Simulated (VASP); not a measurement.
Write the native input for VASP 6.6.1 that does the following.

```
Task                               : single point
Functional                         : HSE06
Potentials or basis                : VASP PAW PBE potentials, release 64 (Mg, O)
Cutoff                             : 520 eV
k mesh                             : 6 × 6 × 6
Occupations                        : gaussian, width 0.01 eV
Spin                               : no spin polarisation
Dipole correction                  : no
Grid for exact exchange (PRECFOCK) : Normal
Further INCAR settings             : ALGO = Normal; EDIFF = 1e-07; NBANDS = 11
Screening parameter                : 0.2079 1/Å
```

MgO:

```
CELL_PARAMETERS angstrom
2.55619 0.00000 0.00000
0.00000 2.62335 0.00000
0.00000 0.00000 2.62335
ATOMIC_POSITIONS crystal
Mg 0.00000 0.00000 0.00000
O 0.50000 0.50000 0.50000
```

This cell differs from its parent crystal: uniaxial x strain -2.6%.

One way to write it, as run:

POSCAR

```
MgO
1.0
    2.5561913908      0.0000000000      0.0000000000
    0.0000000000      2.6233491285      0.0000000000
    0.0000000000      0.0000000000      2.6233491285
Mg O
1 1
Direct
    0.0000000000      0.0000000000      0.0000000000
    0.5000000000      0.5000000000      0.5000000000
```

INCAR.step1

```
SYSTEM = MgO
  PREC = Accurate
  ENCUT = 520
  EDIFF = 1E-5
  ISMEAR = 0
  SIGMA = 0.01
  LREAL = .FALSE.
  LASPH = .TRUE.
  NELM = 60
  ALGO = Normal
  ISIF = 2
  LWAVE = .TRUE.
  NBANDS = 11
  GGA = PE
```

INCAR.step2

```
SYSTEM = MgO
  PREC = Accurate
  ENCUT = 520
  EDIFF = 1E-7
  ISMEAR = 0
  SIGMA = 0.01
  LREAL = .FALSE.
  LASPH = .TRUE.
  NELM = 60
  ALGO = Normal
  ISIF = 2
  LWAVE = .FALSE.
  LCHARG = .TRUE.
  GGA = PE
  LHFCALC = .TRUE.
  HFSCREEN = 0.2079
  PRECFOCK = Normal
  LELF = .TRUE.
  LVHAR = .TRUE.
  NBANDS = 11
  ISTART = 1
```

KPOINTS

```
Automatic mesh
0
G
  6 6 6
  0 0 0
```

Potentials or basis: VASP PAW PBE potentials, release 64 (Mg, O).

The run is started by

```bash
$ cat potpaw_PBE.64/Mg/POTCAR potpaw_PBE.64/O/POTCAR > POTCAR
$ cp INCAR.step1 INCAR
$ mpirun -np 1 vasp_std > vasp.out
$ cp INCAR.step2 INCAR
$ mpirun -np 1 vasp_std > vasp.out
```

It gave:

```
Pressure               : 3.2 GPa
Band gap on the k mesh : 4.21 eV, indirect (least direct gap 5.24 eV)
```

Caveat: the cell differs from its parent crystal (uniaxial x strain -2.6%); the PAW data sets were made with another functional, which shifts forces and pressure a little.

Run time: 15 min on 1 thread of AMD EPYC 7R43 64-Core Processor (Zen 3), on a shared host, peak memory 0.21 GiB.
